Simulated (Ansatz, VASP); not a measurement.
Mg: VASP beside Ansatz

Contents of INCAR:

```
ALGO = Normal
EDIFF = 1E-8
ENCUT = 520
GGA = PE
ISIF = 2
ISMEAR = -1
LASPH = True
LCHARG = False
LEFG = True
LREAL = False
LWAVE = False
NBANDS = 7
NELM = 100
PREC = Accurate
SIGMA = 0.05
```

KPOINTS

```
k-points
0
Gamma
  16 16 16
```

Contents of POSCAR:

```
Mg
1.0
   -1.4959298597      1.4959298597      1.4959298597
    1.4959298597     -1.4959298597      1.4959298597
    1.4959298597      1.4959298597     -1.4959298597
Mg
1
Direct
    0.0000000000      0.0000000000      0.0000000000
```

Input for Ansatz:

```yaml
crystal:
  lattice:
    - [-1.4959298597, 1.4959298597, 1.4959298597]
    - [1.4959298597, -1.4959298597, 1.4959298597]
    - [1.4959298597, 1.4959298597, -1.4959298597]
  atoms:
    - { symbol: Mg, position: [0.0, 0.0, 0.0] }
kpoints:
  mp_grid: { grid: [16, 16, 16] }
scf:
  occupations: { method: fermi_dirac, width: 0.05 }
hamiltonian:
  xc: pbe
  pseudopotentials: { kind: paw }
output:
  forces: true
  stress: true
  eigenvalues: true
  efg: { contact_densities: true }
  write_density: true
  write_potential: true
  elf: true
  volumetric_format: npy
```

Change from the starting cell: volume scaled by 1.04, PAW files.

Alike in both runs: task electric field gradients; functional PBE; k mesh 16 × 16 × 16; occupations fermi-dirac, width 0.05 eV; no spin polarisation.

```csv
,VASP,Ansatz
version,VASP 6.6.1,Ansatz 0.2.0
potentials or method,"VASP PAW PBE potentials, release 64 (Mg)","PAW with Ansatz's default frozen-core files, scalar-relativistic"
plane-wave cutoff (eV),520,420
valence electrons in the cell,2,10
```

|  | VASP | Ansatz | Ansatz less VASP |
| --- | --- | --- | --- |
| pressure (GPa) | 54.7 | 54.1 | -0.64 |

Both programs put the cell under a high pressure, so it lies far from rest at this level. The functional is the same, so the differences come from potentials, cutoffs and numerics. VASP's potentials hold 2 valence electrons a cell and Ansatz's 10, so a difference there can come from the potentials and not from the codes.
